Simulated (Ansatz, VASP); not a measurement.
# One calculation of Ni, two programs

The input INCAR:

```
ALGO = Normal
EDIFF = 1E-6
ENCUT = 600
GGA = RE
GGA_COMPAT = F
ISIF = 2
ISMEAR = -1
LASPH = T
LCHARG = F
LREAL = F
LWAVE = F
NBANDS = 11
NELM = 120
PREC = Accurate
SIGMA = 0.1
```

The input KPOINTS:

```
k-points
0
Gamma
  15 15 15
```

Contents of POSCAR:

```
Ni
1.0
    2.3446992932      0.0000000000      0.0000000000
    0.0000000000      2.3446992932      0.0000000000
    0.0000000000      0.0000000000      2.3446992932
Ni
1
Direct
    0.0000000000      0.0000000000      0.0000000000
```

Input for Ansatz:

```yaml
crystal:
  lattice:
    - [2.3446992932, 0.0, 0.0]
    - [0.0, 2.3446992932, 0.0]
    - [0.0, 0.0, 2.3446992932]
  atoms:
    - { symbol: Ni, position: [0.0, 0.0, 0.0] }
hamiltonian:
  xc: revpbe
  pseudopotentials:
    kind: paw
    azcp:
      Ni: "pseudopotentials/Ni.paw.azcp"
basis:
  ecutwfc: 420
  fft_grid_basis: typed
kpoints:
  mp_grid: { grid: [15, 15, 15], shift: [0, 0, 0] }
magnetization:
  spin_polarized: false
scf:
  occupations: { method: fermi_dirac, width: 0.1 }
  lower_state_search: "off"
output:
  stress: true
  write_density: true
  write_potential: true
  elf: true
  volumetric_format: npy
```

Alike in both runs: task single point; functional revPBE; k mesh 15 × 15 × 15; occupations fermi-dirac, width 0.1 eV; no spin polarisation.

|  | VASP | Ansatz |
| --- | --- | --- |
| version | VASP 6.6.1 | Ansatz 0.2.0 |
| potentials or method | VASP PAW PBE potentials, release 64 (Ni), cutoff 600 eV | plane waves (420 eV) with PAW, scalar-relativistic |
| valence electrons in the cell | 10 | 18 |

```tsv
	VASP	Ansatz	Ansatz less VASP
pressure (GPa)	-0.1	-0.1	-0.02
```

VASP's potentials were made for PBE, not for revPBE. The functional is the same, so the differences come from potentials, cutoffs and numerics. VASP's potentials hold 10 valence electrons a cell and Ansatz's 18, so a difference there can come from the potentials and not from the codes.
